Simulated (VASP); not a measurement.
The system is AlN.

```
CELL_PARAMETERS angstrom
3.01349 0.00000 0.00000
-1.50675 2.60976 0.00000
0.00000 0.00000 5.05526
ATOMIC_POSITIONS crystal
Al 0.33333 0.66667 0.00070
Al 0.66667 0.33333 0.50070
N 0.33333 0.66667 0.37430
N 0.66667 0.33333 0.87430
```

This cell differs from its parent crystal: epitaxial xy strain -3.0%.

Base run:

| Property | Result |
| --- | --- |
| Program | VASP 6.6.1 |
| Functional | r2SCAN |
| Potentials or basis | VASP PAW PBE potentials, release 64 (Al, N) |
| Cutoff | 660 eV |
| k mesh | 12 × 12 × 6 |
| Occupations | gaussian, width 0.01 eV |
| Spin | no spin polarisation |

Its results: band gap on the k mesh 5.34 eV, direct; pressure 10.7 GPa; largest force 0.007 eV/Å.

**Question.** The run is repeated on the same cell with these changes: functional from r2SCAN to PBE; cutoff from 660 eV to 600 eV; occupations from gaussian, width 0.01 eV to fermi-dirac, width 0.02 eV. What comes out?

**Answer.** Band gap on the k mesh 4.63 eV, direct; pressure 15.3 GPa; largest force 0.033 eV/Å.

Caveats: the PAW data sets were made with another functional, which shifts forces and pressure a little (some runs).

A k mesh can miss the band edges.
